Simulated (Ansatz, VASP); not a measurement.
One calculation of BaZrO3, two programs

```
CELL_PARAMETERS angstrom
5.95896 0.00000 0.00000
0.00000 5.95896 0.00000
0.00000 0.00000 5.05187
ATOMIC_POSITIONS crystal
Ba 0.00000 0.00000 0.00000
Zr 0.50000 0.50000 0.00000
O 0.00000 0.00000 0.50000
O 0.50000 0.50000 0.63097
O 0.50000 0.50000 0.36903
```

Alike in both runs: task single point; functional PBE; k mesh 4 × 4 × 4; occupations gaussian, width 0.1 eV; collinear spin.

```csv
,VASP,Ansatz
version,VASP 6.6.1,Ansatz 0.2.0
potentials or method,"VASP PAW PBE potentials, release 64 (Ba_sv, Zr_sv, O), cutoff 520 eV","scalar-relativistic, plane waves, PAW"
valence electrons in the cell,40,40
```

Ansatz gave:

* gap on the k mesh at the Fermi level (eV): none
* pressure (GPa): 0.7
* traceless stress, the component that is largest in VASP (GPa): 0.91
* rms of the force components (eV/Å): 0.125
* net moment per atom (μB): 0.31
* size of the moment on the site where the two differ most (μB): 0.33

Q: What did VASP give for the same quantities?

A: gap on the k mesh at the Fermi level (eV): none; pressure (GPa): 0.5; traceless stress, the component that is largest in VASP (GPa): 0.97; rms of the force components (eV/Å): 0.087; net moment per atom (μB): 0.09; size of the moment on the site where the two differ most (μB): 0.00.

The net moments are unlike, so the other rows may belong to different states. Site moments also hang on the region over which each program counts them. Atom by atom the forces differ by 0.212 eV/Å (rms over components). A gap of «none» marks a metal or a gap that the smearing closes.

Spin-orbit coupling is off throughout.
